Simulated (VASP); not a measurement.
# AlCo (rocksalt type) (Fm-3m) in VASP: further runs

AlCo (rocksalt type) is run at these levels: PBE; tasks: single point, relaxation of cell and atoms.

All numbers are computed with VASP 6.6.1; they aren't measurements. Logs are shortened: lines on timing, memory, paths and dates and some standing lists are left out, and cuts for length are marked.

## 1. The cell of the first run

The structure is cubic, space group Fm-3m (No. 225). The conventional cell has a = 4.089 Å, b = 4.089 Å, c = 4.089 Å, α = 90.00°, β = 90.00°, γ = 90.00°. Within 2.7 Å of Co (site symmetry m-3m) lie 6 Al at 2.04 Å. Within 2.7 Å of Al (site symmetry m-3m) lie 6 Co at 2.04 Å.

## 2. Single point, PBE

File INCAR:

```
  ALGO = Normal
  EDIFF = 1E-7
  ENCUT = 520
  GGA = PE
  ISIF = 2
  ISMEAR = -1
  LASPH = True
  LCHARG = False
  LREAL = False
  LWAVE = False
  NBANDS = 13
  NELM = 100
  PREC = Accurate
  SIGMA = 0.05
```

File KPOINTS:

```
k-points
0
Gamma
  16 16 16
```

File POSCAR:

```
AlCo
1.0
    0.0000000000      2.0443506857      2.0443506857
    2.0443506857      0.0000000000      2.0443506857
    2.0443506857      2.0443506857      0.0000000000
Co Al
1 1
Direct
    0.0000000000      0.0000000000      0.0000000000
    0.5000000000      0.5000000000      0.5000000000
```

Potentials or basis: VASP PAW PBE potentials, release 64 (Co, Al).

Started as:

```
cat potpaw_PBE.64/Co/POTCAR potpaw_PBE.64/Al/POTCAR > POTCAR
mpirun -np 1 vasp_std > vasp.out
```

OUTCAR:

```text
EDIFF = 1E-7
   ENCUT = 520
   GGA = PE
   ISIF = 2
   ISMEAR = -1
   LASPH = True
   LREAL = False
   NELM = 100
   PREC = Accurate

 ion  position               nearest neighbor table
   1  0.000  0.000  0.000-   2 2.04   2 2.04   2 2.04   2 2.04   2 2.04   2 2.04
   2  0.500  0.500  0.500-   1 2.04   1 2.04   1 2.04   1 2.04   1 2.04   1 2.04

  LATTYP: Found a face centered cubic cell.
 ALAT       =     4.0887013714

  Lattice vectors:

 A1 = (   0.0000000000,   2.0443506857,   2.0443506857)
 A2 = (   2.0443506857,   0.0000000000,   2.0443506857)
 A3 = (   2.0443506857,   2.0443506857,   0.0000000000)

Analysis of symmetry for initial positions (statically):
=====================================================================
 Subroutine PRICEL returns:
 Original cell was already a primitive cell.

 Routine SETGRP: Setting up the symmetry group for a
 face centered cubic supercell.

 Subroutine GETGRP returns: Found 48 space group operations
 (whereof 48 operations were pure point group operations)
 out of a pool of 48 trial point group operations.

The static configuration has the point symmetry O_h .

Analysis of symmetry for dynamics (positions and initial velocities):
=====================================================================
 Subroutine PRICEL returns:
 Original cell was already a primitive cell.

 Routine SETGRP: Setting up the symmetry group for a
 face centered cubic supercell.

 Subroutine GETGRP returns: Found 48 space group operations
 (whereof 48 operations were pure point group operations)
 out of a pool of 48 trial point group operations.

The dynamic configuration has the point symmetry O_h .

 Subroutine INISYM returns: Found 48 space group operations
 (whereof 48 operations are pure point group operations),
 and found     1 'primitive' translations

----------------------------------------------------------------------------------------

                                     Primitive cell

  volume of cell :      17.0882

  direct lattice vectors                    reciprocal lattice vectors
     0.000000000  2.044350686  2.044350686    -0.244576434  0.244576434  0.244576434
     2.044350686  0.000000000  2.044350686     0.244576434 -0.244576434  0.244576434
     2.044350686  2.044350686  0.000000000     0.244576434  0.244576434 -0.244576434

  length of vectors
     2.891148466  2.891148466  2.891148466     0.423618810  0.423618810  0.423618810

  position of ions in fractional coordinates (direct lattice)
     0.000000000  0.000000000  0.000000000
     0.500000000  0.500000000  0.500000000

  ion indices of the primitive-cell ions
[... 87 lines left out ...]
   NUPDOWN=      -1.0000    fix difference up-down
   EMIN   =  10.00;   EMAX   =-10.00  energy-range for DOS
   EFERMI =   0.00;   METHOD = LEGACY
   ISMEAR =    -1;   SIGMA  =   0.05  broadening in eV -4-tet -1-fermi 0-gaus
   EFERMI_NEDOS =   21; number of points for ismear=-14 and -15
   IALGO  =     38    algorithm
   IMIX   =      4    mixing-type and parameters
     AMIX     =   0.40;   BMIX     =  1.00
     AMIX_MAG =   1.60;   BMIX_MAG =  1.00
  volume/ion in A,a.u.               =       8.54        57.66
  Fermi-wavevector in a.u.,A,eV,Ry     =   1.455135  2.749806 28.809206  2.117417
  Thomas-Fermi vector in A             =   2.572204
   LORBIT       =      0    0 simple, 1 ext, 2 COOP (PROOUT), +10 PAW based schemes
   GGA     = PE    functional components
   LHFCALC =     F    Hartree Fock is set to
   AEXX    =    0.0000 exact exchange contribution
   IVDW    =     0    specifies the selected vdW correction
   LEPSILON=     F    determine dielectric tensor
   LRPA    =     F    only Hartree local field effects (RPA)
 non-spin polarized calculation
  energy-cutoff  :      520.00
  volume of cell :       17.09
 maximum number of plane-waves:       477
 NGX is ok and might be reduce to    24
   NGX = 11   NGY = 11   NGZ = 11

 number of electron      12.0000003 magnetization

 Free energy of the ion-electron system (eV)
  ---------------------------------------------------
  ext. energy  EPLUGINS =         0.00000000
  ---------------------------------------------------
  free energy    TOTEN  =        -7.06320117 eV

  energy without entropy =       -7.05776206  energy(sigma->0) =       -7.06048162

 E-fermi :  15.5899     XC(G=0): -13.7360

 val. band max:       15.5725703705   @ k =  -0.3125   0.5000   0.1875
 cond. band min:      15.6018706481   @ k =  -0.4375   0.3125   0.0000
 fundamental gap:      0.0293002776
 Fermi energy:        15.5898844526

 k-point     1 :       0.0000    0.0000    0.0000
  band No.  band energies     occupation
      1       2.2054      2.00000
      2      12.2289      2.00000
      3      12.2289      2.00000
      4      12.2289      2.00000
      5      12.7300      2.00000
      6      12.7300      2.00000
      7      26.8303      0.00000
      8      26.8303      0.00000
      9      26.8303      0.00000
     10      28.0225      0.00000
     11      29.6241      0.00000
     12      29.6241      0.00000
     13      29.6241      0.00000
[... 354 lines left out ...]
  band No.  band energies     occupation
      1       2.5003      2.00000
      2      12.0452      2.00000
      3      12.3023      2.00000
      4      12.3321      2.00000
      5      12.6516      2.00000
      6      12.7722      2.00000
      7      25.2862      0.00000
      8      25.3682      0.00000
      9      27.2301      0.00000
     10      27.8164      0.00000
     11      29.6987      0.00000
     12      30.4027      0.00000
     13      31.8733      0.00000

 [... further k-points ...]

------------------------ aborting loop because EDIFF is reached ----------------------------------------

  FORCE on cell =-STRESS in cart. coord.  units (eV):
  Direction    XX          YY          ZZ          XY          YZ          ZX
  --------------------------------------------------------------------------------------
  -------------------------------------------------------------------------------------
  Total       16.1868828     16.1868828     16.1868828     -0.0000000     -0.0000000      0.0000000
  in kB     1517.6709421   1517.6709421   1517.6709421     -0.0000000     -0.0000000      0.0000000
  external PRESSURE =    1517.6709421 kB  Pullay stress =       0.0000000 kB

 VOLUME and BASIS-vectors are now :
 -----------------------------------------------------------------------------
  energy-cutoff  :      520.00
  volume of cell :       17.09
      direct lattice vectors                 reciprocal lattice vectors
     0.000000000  2.044350686  2.044350686    -0.244576434  0.244576434  0.244576434
     2.044350686  0.000000000  2.044350686     0.244576434 -0.244576434  0.244576434
     2.044350686  2.044350686  0.000000000     0.244576434  0.244576434 -0.244576434

 POSITION                                       TOTAL-FORCE (eV/Angst)
 -----------------------------------------------------------------------------------
      0.00000      0.00000      0.00000        -0.000000      0.000000      0.000000
      2.04435      2.04435      2.04435         0.000000     -0.000000     -0.000000
 -----------------------------------------------------------------------------------
    total drift:                                0.000000     -0.000000     -0.000000

  FREE ENERGIE OF THE ION-ELECTRON SYSTEM (eV)
  ---------------------------------------------------
  free  energy   TOTEN  =        -7.0632011742 eV

  energy  without entropy=       -7.0577620589  energy(sigma->0) =       -7.06048162
```

stdout:

```text
POSCAR found type information on POSCAR CoAl
 POSCAR found :  2 types and       2 ions
 scaLAPACK will be used
 LDA part: xc-table for (Slater+PW92), standard interpolation
 POSCAR, INCAR and KPOINTS ok, starting setup
 FFT: planning ... GRIDC
 FFT: planning ... GRID_SOFT
 FFT: planning ... GRID
 WAVECAR not read
 entering main loop
```

Wall time 20 s (1 thread of Intel Xeon Platinum 8488C (Sapphire Rapids), shared host); peak memory 0.16 GiB.

What came out:

* Free energy: -7.0632 eV
* Pressure: 151.8 GPa
* Band gap on the k mesh: zero (band 6 reaches 16.00 eV, above the bottom of band 7 at 15.60 eV)

Spin polarisation is off, so any magnetic state and its effect on volume and gap are missing.

## 3. Single point, PBE

File INCAR:

```
SYSTEM = AlCo
  ALGO = Normal
  EDIFF = 1E-6
  ENCUT = 520
  GGA = PE
  ISIF = 2
  ISMEAR = -1
  LASPH = .TRUE.
  LCHARG = .FALSE.
  LREAL = .FALSE.
  LWAVE = .FALSE.
  NBANDS = 13
  NELM = 60
  PREC = Accurate
  SIGMA = 0.05
```

File KPOINTS:

```
k-points
0
G
  16 16 16
  0 0 0
```

File POSCAR:

```
AlCo
1.0
    0.0000000000      2.0442279746      2.0442279746
    2.0442279746      0.0000000000      2.0442279746
    2.0442279746      2.0442279746      0.0000000000
Co Al
1 1
Direct
    0.0000000000      0.0000000000      0.0000000000
    0.5000000000      0.5000000000      0.5000000000
```

Potentials or basis: VASP PAW PBE potentials, release 64 (Co, Al).

Started as:

```
cat potpaw_PBE.64/Co/POTCAR potpaw_PBE.64/Al/POTCAR > POTCAR
mpirun -np 1 vasp_std > vasp.out
```

Run time: 19 s. Hardware: 1 thread of Intel Xeon Platinum 8488C (Sapphire Rapids), shared host; peak memory 0.16 GiB.

The run converged. Its results:

```
Free energy            : -7.0603 eV
Pressure               : 151.9 GPa
Band gap on the k mesh : zero (band 6 reaches 16.00 eV, above the bottom of band 7 at 15.61 eV)
```

Levels at points of the mesh, in eV from the Fermi level:
| k point | band 4 | band 5 | band 6 | band 7 | band 8 | band 9 |
| --- | --- | --- | --- | --- | --- | --- |
| (0.00, 0.00, 0.00) | -3.36 | -2.86 | -2.86 | 11.24 | 11.24 | 11.24 |
| (0.50, 0.00, 0.00) | -3.73 | -1.37 | -1.37 | 0.41 | 8.75 | 8.75 |
| (0.50, 0.50, 0.00) | -2.04 | -0.99 | -0.99 | 1.36 | 2.91 | 2.91 |

Spin polarisation is off, so any magnetic state and its effect on volume and gap are missing.

## 4. Relaxation of cell and atoms, PBE, target pressure 150 GPa, at which the enthalpy is minimised

This run uses another cell than the first one, of 8.51 Å³/atom, 0.996 times its volume.

File INCAR:

```
PREC = Accurate
ENCUT = 600
EDIFF = 1E-6
ISMEAR = -1
SIGMA = 0.05
LREAL = F
LASPH = T
NELM = 100
ALGO = Normal
ISIF = 3
LWAVE = F
LCHARG = F
GGA = PE
IBRION = 2
NSW = 60
EDIFFG = -0.005
PSTRESS = 1500.0
```

File KPOINTS:

```
regular mesh
0
Gamma
  16 16 16
```

File POSCAR:

```
AlCo
1.0
    0.0000000000      2.0414243952      2.0414243952
    2.0414243952      0.0000000000      2.0414243952
    2.0414243952      2.0414243952      0.0000000000
Co Al
1 1
Direct
    0.0000000000      0.0000000000      0.0000000000
    0.5000000000      0.5000000000      0.5000000000
```

Started as:

```
cat potpaw_PBE.64/Co/POTCAR potpaw_PBE.64/Al/POTCAR > POTCAR
mpirun -np 1 vasp_std > vasp.out
```

It took 45 s on 1 thread of Intel Xeon Platinum 8488C (Sapphire Rapids), shared host; peak memory 0.17 GiB.

Results (log left out):

- Free energy: -7.1081 eV
- Relaxed volume: 8.57 Å³/atom
- Relaxed cell: a = 2.894 Å, b = 2.894 Å, c = 2.894 Å, α = 60.00°, β = 60.00°, γ = 60.00°
- Space group after relaxing (to 0.05 Å): Fm-3m (No. 225)
- Energy change on relaxing (the enthalpy is what falls): -57.3 meV/atom
- Ionic steps: 3
- Pressure after relaxing: 150.0 GPa
- Band gap on the k mesh: zero (band 6 reaches 15.94 eV, above the bottom of band 7 at 15.55 eV)

Step by step:
| step | energy change (eV) | largest force (eV/Å) | pressure (GPa) | volume (Å³) |
| --- | --- | --- | --- | --- |
| 1 | 0.0000 | 0.0000 | 154.40 | 17.01 |
| 2 | -0.5231 | 0.0000 | 134.06 | 17.60 |
| 3 | -0.1146 | 0.0000 | 149.98 | 17.14 |

Final structure:
```
Co Al
1.0
     0.00000    2.04624    2.04624
     2.04624    0.00000    2.04624
     2.04624    2.04624    0.00000
Co Al
1 1
Direct
  0.00000 0.00000 0.00000
  0.50000 0.50000 0.50000
```

Levels at points of the mesh, in eV from the Fermi level:
| k point | band 2 | band 3 | band 4 | band 5 | band 6 | band 7 | band 8 | band 9 | band 10 |
| --- | --- | --- | --- | --- | --- | --- | --- | --- | --- |
| (0.00, 0.00, 0.00) | -3.34 | -3.34 | -3.34 | -2.85 | -2.85 | 11.21 | 11.21 | 11.21 | 12.43 |
| (0.50, 0.00, 0.00) | -6.76 | -3.72 | -3.72 | -1.36 | -1.36 | 0.41 | 8.74 | 8.74 | 11.47 |
| (0.50, 0.50, 0.00) | -5.49 | -5.34 | -2.03 | -0.99 | -0.99 | 1.35 | 2.90 | 2.90 | 9.05 |

Caveat: the cell is relaxed towards a set pressure, so the enthalpy falls and the energy may rise. Spin polarisation is off, so any magnetic state and its effect on volume and gap are missing.

## 5. Relaxation of cell and atoms, PBE, target pressure 150 GPa, at which the enthalpy is minimised

File INCAR:

```
SYSTEM = AlCo
PREC = Accurate
ENCUT = 600
EDIFF = 1E-6
ISMEAR = -1
SIGMA = 0.05
LREAL = .FALSE.
LASPH = .TRUE.
NELM = 80
ALGO = Normal
ISIF = 3
LWAVE = .FALSE.
LCHARG = .FALSE.
GGA = PE
IBRION = 2
NSW = 32
EDIFFG = -0.005
PSTRESS = 1500.0
```

File KPOINTS:

```
Automatic mesh
0
G
  16 16 16
  0 0 0
```

File POSCAR:

```
AlCo
1.0
    0.0000000000      2.0443506857      2.0443506857
    2.0443506857      0.0000000000      2.0443506857
    2.0443506857      2.0443506857      0.0000000000
Co Al
1 1
Direct
    0.0000000000      0.0000000000      0.0000000000
    0.5000000000      0.5000000000      0.5000000000
```

Potentials or basis: VASP PAW PBE potentials, release 64 (Co, Al).

Started as:

```
cat potpaw_PBE.64/Co/POTCAR potpaw_PBE.64/Al/POTCAR > POTCAR
mpirun -np 1 vasp_std > vasp.out
```

OUTCAR:

```text
SYSTEM = AlCo
   PREC = Accurate
   ENCUT = 600
   EDIFF = 1E-6
   ISMEAR = -1
   LREAL = .FALSE.
   LASPH = .TRUE.
   NELM = 80
   ISIF = 3
   GGA = PE
   IBRION = 2
   NSW = 32
   EDIFFG = -0.005
   PSTRESS = 1500.0

 ion  position               nearest neighbor table
   1  0.000  0.000  0.000-   2 2.04   2 2.04   2 2.04   2 2.04   2 2.04   2 2.04
   2  0.500  0.500  0.500-   1 2.04   1 2.04   1 2.04   1 2.04   1 2.04   1 2.04

  LATTYP: Found a face centered cubic cell.
 ALAT       =     4.0887013714

  Lattice vectors:

 A1 = (   0.0000000000,   2.0443506857,   2.0443506857)
 A2 = (   2.0443506857,   0.0000000000,   2.0443506857)
 A3 = (   2.0443506857,   2.0443506857,   0.0000000000)

Analysis of symmetry for initial positions (statically):
=====================================================================
[... 263 lines left out ...]
 Fermi energy:        15.5376927712

 k-point     1 :       0.0000    0.0000    0.0000
  band No.  band energies     occupation
      1       2.1769      2.00000
      2      12.1930      2.00000
      3      12.1930      2.00000
      4      12.1930      2.00000
      5      12.6911      2.00000
      6      12.6911      2.00000
      7      26.7505      0.00000
      8      26.7505      0.00000
      9      26.7505      0.00000
     10      27.9700      0.00000
[... 287 lines left out ...]
 k-point    24 :      -0.0625    0.0625    0.0000
  band No.  band energies     occupation
      1       2.4713      2.00000
      2      12.0100      2.00000
      3      12.2658      2.00000
      4      12.2958      2.00000
      5      12.6125      2.00000
      6      12.7331      2.00000
      7      25.2152      0.00000
      8      25.2922      0.00000
      9      27.1499      0.00000
     10      27.7534      0.00000

 [... further k-points ...]

------------------------ aborting loop because EDIFF is reached ----------------------------------------

  FORCE on cell =-STRESS in cart. coord.  units (eV):
  Direction    XX          YY          ZZ          XY          YZ          ZX
  --------------------------------------------------------------------------------------
  -------------------------------------------------------------------------------------
  Total       16.0442739     16.0442739     16.0442739      0.0000000      0.0000000     -0.0000000
  in kB     1500.2508645   1500.2508645   1500.2508645      0.0000000      0.0000000     -0.0000000
  external PRESSURE =       0.2508645 kB  Pullay stress =    1500.0000000 kB
[... 21 lines left out ...]
  energy  without entropy=       -7.1015171213  energy(sigma->0) =       -7.10424177

  enthalpy is  TOTEN    =         8.9346246023 eV   P V=       16.0415910231

 reached required accuracy - stopping structural energy minimisation
```

Run time: 47 s. Hardware: 1 thread of Intel Xeon Platinum 8488C (Sapphire Rapids), shared host; peak memory 0.17 GiB.

Results:

```
Free energy                                            : -7.1070 eV
Relaxed volume                                         : 8.57 Å³/atom
Relaxed cell                                           : a = 2.894 Å, b = 2.894 Å, c = 2.894 Å, α = 60.00°, β = 60.00°, γ = 60.00°
Space group after relaxing (to 0.05 Å)                 : Fm-3m (No. 225)
Energy change on relaxing (the enthalpy is what falls) : -21.7 meV/atom
Ionic steps                                            : 3
Pressure after relaxing                                : 150.0 GPa
Band gap on the k mesh                                 : zero (band 6 reaches 15.95 eV, above the bottom of band 7 at 15.55 eV)
```

The path:
```
step  energy change (eV)  largest force (eV/Å)  pressure (GPa)  volume (Å³)
   1              0.0000                0.0000          151.70        17.09
   2             -0.2071                0.0000          143.64        17.31
   3             -0.0434                0.0000          150.03        17.13
```

Final structure:
```
CELL_PARAMETERS angstrom
0.00000 2.04619 2.04619
2.04619 0.00000 2.04619
2.04619 2.04619 0.00000
ATOMIC_POSITIONS crystal
Co 0.00000 0.00000 0.00000
Al 0.50000 0.50000 0.50000
```

Levels at points of the mesh, in eV from the Fermi level:
| k point | band 4 | band 5 | band 6 | band 7 | band 8 | band 9 |
| --- | --- | --- | --- | --- | --- | --- |
| (0.00, 0.00, 0.00) | -3.34 | -2.85 | -2.85 | 11.21 | 11.21 | 11.21 |
| (0.50, 0.00, 0.00) | -3.72 | -1.36 | -1.36 | 0.41 | 8.74 | 8.74 |
| (0.50, 0.50, 0.00) | -2.03 | -0.99 | -0.99 | 1.35 | 2.90 | 2.90 |

Caveat: the cell is relaxed towards a set pressure, so the enthalpy falls and the energy may rise.

## 6. Overview

| task | cell | cutoff (eV) | gap on the mesh (eV) | pressure (GPa) |
| --- | --- | --- | --- | --- |
| single point | a = 2.891 Å, angles 60.0°, 2 atoms | 520 | none | 151.9 |
| relaxation of cell and atoms | relaxed to 150 GPa from a = 2.887 Å, angles 60.0°, 2 atoms | 600 | none | 150.0 |
| relaxation of cell and atoms | relaxed to 150 GPa from a = 2.891 Å, angles 60.0°, 2 atoms | 600 | none | 150.0 |

Alike in all rows: level PBE; potentials or basis VASP PAW PBE potentials, release 64 (Co, Al); no spin polarisation; k mesh 16 × 16 × 16; smearing fermi-dirac 0.05 eV.

Caveats: the cell is relaxed towards a set pressure, so the enthalpy falls and the energy may rise (some runs).

Total energies depend on the potentials used, so only differences within one code and one set of settings carry meaning.
